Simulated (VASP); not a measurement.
Set up this calculation in VASP 6.6.1, as the native input.

| Property | Result |
| --- | --- |
| Task | single point |
| Functional | LDA |
| Potentials or basis | VASP PAW LDA potentials, release 64 (Co, O) |
| Cutoff | 600 eV |
| k mesh | 18 × 18 × 8 |
| Occupations | gaussian, width 0.1 eV |
| Spin | collinear spin, antiferromagnetic start |
| Starting moments | [-1.39, 1.39, 0.0, 0.0] μB |
| Dipole correction | no |
| Further INCAR settings | ALGO = Normal; EDIFF = 1e-06; NBANDS = 27 |

The structure of CoO lies in POSCAR:

```
CoO
1.0
    2.6523787591      0.0000000000      0.0000000000
   -1.3261893796      2.2970273859      0.0000000000
    0.0000000000      0.0000000000      5.9071648577
Co O
2 2
Direct
    0.0000000000      0.0000000000      0.0336082806
    0.3333333333      0.6666666667      0.5336058820
    0.0000000000      0.0000000000      0.3413928709
    0.3333333333      0.6666666667      0.8413939666
```

The input as run:

INCAR

```
PREC = Accurate
ENCUT = 600
EDIFF = 1E-6
ISMEAR = 0
SIGMA = 0.1
LREAL = F
LASPH = T
NELM = 200
ALGO = Normal
ISIF = 2
LWAVE = F
LCHARG = T
ISPIN = 2
MAGMOM = -1.39 1.39 0 0
LORBIT = 11
LMAXMIX = 4
GGA = CA
LELF = T
LVHAR = T
NBANDS = 27
GGA_COMPAT = F
```

KPOINTS

```
Automatic mesh
0
Gamma
  18 18 8
```

Potentials or basis: VASP PAW LDA potentials, release 64 (Co, O).

Command:

```sh
$ cat potpaw_LDA.64/Co/POTCAR potpaw_LDA.64/O/POTCAR > POTCAR
$ mpirun -np 1 vasp_std > vasp.out
```

Results of the run:

```
Pressure                                              : -1.2 GPa
Largest force                                         : 0.095 eV/Å
Band gap on the k mesh                                : zero (filled and empty bands overlap)
Net moment                                            : 0.00 μB per cell
Site moments                                          : Co -1.57, +1.57; O +0.07, -0.07 μB
Valence electrons inside the program's atomic spheres : Co 8.36; O 4.98
```

Caveat: semilocal functionals often make such compounds metallic where correlation or magnetic order opens a gap, which also shifts bond lengths.

Wall time 11 min on 1 thread of Oxide Virtual Turin-like Processor (shared host), peak memory 0.37 GiB.
